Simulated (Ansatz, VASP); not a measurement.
This is a calculation of C for Ansatz 0.2.0.

input.yaml

```yaml
crystal:
  lattice:
    - [0.0, 1.78337, 1.78337]
    - [1.78337, 0.0, 1.78337]
    - [1.78337, 1.78337, 0.0]
  atoms:
    - { symbol: C, position: [0.75, 0.75, 0.75] }
    - { symbol: C, position: [0.5, 0.5, 0.5] }
kpoints:
  mp_grid: { grid: [10, 10, 10] }
scf:
  occupations: { method: fermi_dirac, width: 0.05 }
hamiltonian:
  xc: pbe0
  pseudopotentials: { kind: all_electron, datasets: crystal }
output:
  forces: true
  stress: true
```

Potentials or basis: all-electron PAW datasets made for the crystal.

The run is started by

```console
$ ansatz run input.yaml --threads 2 --pin off --max-ram 8192MiB --backend cpu --events-out ev --progress --plain --runs-dir out
```

Q: Set up the same calculation for VASP 6.6.1. Potentials there: VASP PAW PBE potentials, release 64 (C).

A: As run (the cutoff follows the program's own potentials):

POSCAR

```
C
1.0
    0.0000000000      1.7833700000      1.7833700000
    1.7833700000      0.0000000000      1.7833700000
    1.7833700000      1.7833700000      0.0000000000
C
2
Direct
    0.7500000000      0.7500000000      0.7500000000
    0.5000000000      0.5000000000      0.5000000000
```

The input INCAR.step1:

```
PREC     = Accurate       # precision mode
ENCUT    = 520            # plane-wave cutoff, eV
EDIFF    = 1E-5           # SCF threshold, eV
ISMEAR   = -1             # smearing method
SIGMA    = 0.05           # smearing width, eV
LREAL    = False          # projectors in reciprocal space
LASPH    = True           # aspherical terms in the spheres
NELM     = 100            # most SCF steps
ALGO     = Normal         # electronic algorithm
ISIF     = 2              # what is computed and relaxed
LWAVE    = True           # write WAVECAR
NBANDS   = 11             # bands
GGA      = PE             # functional
```

Contents of INCAR.step2:

```
PREC     = Accurate       # precision mode
ENCUT    = 520            # plane-wave cutoff, eV
EDIFF    = 1E-7           # SCF threshold, eV
ISMEAR   = -1             # smearing method
SIGMA    = 0.05           # smearing width, eV
LREAL    = False          # projectors in reciprocal space
LASPH    = True           # aspherical terms in the spheres
NELM     = 100            # most SCF steps
ALGO     = Normal         # electronic algorithm
ISIF     = 2              # what is computed and relaxed
LWAVE    = False          # write WAVECAR
LCHARG   = True           # write CHGCAR
GGA      = PE             # functional
LHFCALC  = True           # exact exchange
AEXX     = 0.25           # exact-exchange fraction
PRECFOCK = Normal       
LELF     = True           # ELF
LVHAR    = True         
NBANDS   = 11             # bands
ISTART   = 1
```

The input KPOINTS:

```
regular mesh
0
Gamma
  10 10 10
```

Potentials or basis: VASP PAW PBE potentials, release 64 (C).

Launch:

```console
$ cat potpaw_PBE.64/C/POTCAR > POTCAR
$ cp INCAR.step1 INCAR
$ mpirun -np 1 vasp_std > vasp.out
$ cp INCAR.step2 INCAR
$ mpirun -np 1 vasp_std > vasp.out
```

Both were run:

|  | VASP | Ansatz | Ansatz less VASP |
| --- | --- | --- | --- |
| gap on the k mesh at the Fermi level (eV) | 6.07 | 6.07 | 0.000 |
| least direct gap on the mesh (eV) | 7.70 | 7.70 | +0.002 |
| pressure (GPa) | -7.5 | -8.3 | -0.84 |

Ansatz ran all-electron here, and VASP with PAW potentials.
